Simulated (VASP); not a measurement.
Input of a VASP 6.6.1 run:

POSCAR

```
Pb
1.0
    3.4800006906      0.0000000000      0.0000000000
   -1.7400003453      3.0137690032      0.0000000000
    0.0000000000      0.0000000000      5.5900000000
Pb
2
Direct
    0.3333333333      0.6666666667      0.2500000000
    0.6666666667      0.3333333333      0.7500000000
```

INCAR.step1

```
SYSTEM = Pb
PREC     = Accurate       ! precision mode
ENCUT    = 520            ! plane-wave cutoff, eV
ISMEAR   = 0              ! smearing method
SIGMA    = 0.15           ! smearing width, eV
LREAL    = .False.        ! projectors in reciprocal space
LASPH    = .True.         ! aspherical terms in the spheres
NELM     = 100            ! most SCF steps
NBANDS   = 21             ! bands
GGA      = PE             ! functional
ALGO     = Normal         ! electronic algorithm
EDIFF    = 1E-4           ! SCF threshold, eV
LWAVE    = .True.         ! write WAVECAR
LCHARG   = .False.        ! write CHGCAR
```

The input INCAR.step2:

```
SYSTEM = Pb
PREC     = Accurate       ! precision mode
ENCUT    = 520            ! plane-wave cutoff, eV
EDIFF    = 1E-7           ! SCF threshold, eV
ISMEAR   = 0              ! smearing method
SIGMA    = 0.15           ! smearing width, eV
LREAL    = .False.        ! projectors in reciprocal space
LASPH    = .True.         ! aspherical terms in the spheres
NELM     = 100            ! most SCF steps
ALGO     = Normal         ! electronic algorithm
ISIF     = 2              ! what is computed and relaxed
LWAVE    = .False.        ! write WAVECAR
LCHARG   = .False.        ! write CHGCAR
METAGGA  = R2SCAN         ! meta-GGA
LMIXTAU  = .True.       
NBANDS   = 21             ! bands
ISTART   = 1
```

The input KPOINTS:

```
regular mesh
0
Gamma
  15 15 10
  0 0 0
```

Potentials or basis: VASP PAW PBE potentials, release 64 (Pb_d).

Run with:

```console
$ cat potpaw_PBE.64/Pb_d/POTCAR > POTCAR
$ cp INCAR.step1 INCAR
$ mpirun -np 1 vasp_std > vasp.out
$ cp INCAR.step2 INCAR
$ mpirun -np 1 vasp_std > vasp.out
```

Estimate the pressure.

2.9 GPa.

What does it give for the band gap on the k mesh?

Zero (band 14 reaches 13.56 eV, above the bottom of band 15 at 5.36 eV).

Stress tensor (GPa, compression positive):
```
2.11 0.00 0.00
0.00 2.11 0.00
0.00 0.00 4.50
```

Caveat: the PAW data sets were made with another functional, which shifts forces and pressure a little; spin-orbit coupling is left out, which moves the levels of the heavy elements.
